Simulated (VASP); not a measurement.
Input of a VASP 6.6.1 run:

The input POSCAR:

```
Pb
1.0
    0.0000000000      2.4946408835      2.4946408835
    2.4946408835      0.0000000000      2.4946408835
    2.4946408835      2.4946408835      0.0000000000
Pb
1
Direct
    0.0000000000      0.0000000000      0.0000000000
```

The input INCAR.step1:

```
PREC = Accurate
ENCUT = 520
ISMEAR = 0
SIGMA = 0.2
LREAL = False
LASPH = True
NELM = 60
NBANDS = 13
GGA = PE
ALGO = Normal
EDIFF = 1E-4
LWAVE = True
LCHARG = False
```

File INCAR.step2:

```
PREC = Accurate
ENCUT = 520
EDIFF = 1E-6
ISMEAR = 0
SIGMA = 0.2
LREAL = False
LASPH = True
NELM = 60
ALGO = Normal
ISIF = 2
LWAVE = False
LCHARG = False
METAGGA = R2SCAN
LMIXTAU = True
NBANDS = 13
ISTART = 1
```

File KPOINTS:

```
regular mesh
0
Gamma
  11 11 11
```

Potentials or basis: VASP PAW PBE potentials, release 64 (Pb_d).

Launch:

```bash
$ cat potpaw_PBE.64/Pb_d/POTCAR > POTCAR
$ cp INCAR.step1 INCAR
$ mpirun -np 1 vasp_std > vasp.out
$ cp INCAR.step2 INCAR
$ mpirun -np 1 vasp_std > vasp.out
```

(1) What does it give for the band gap on the k mesh?

(2) Predict the pressure.

## Answers

(1) zero (band 7 reaches 14.50 eV, above the bottom of band 8 at 5.53 eV).

(2) 0.0 GPa.

Caveat: the PAW data sets were made with another functional, which shifts forces and pressure a little; spin-orbit coupling is left out, which moves the levels of the heavy elements.
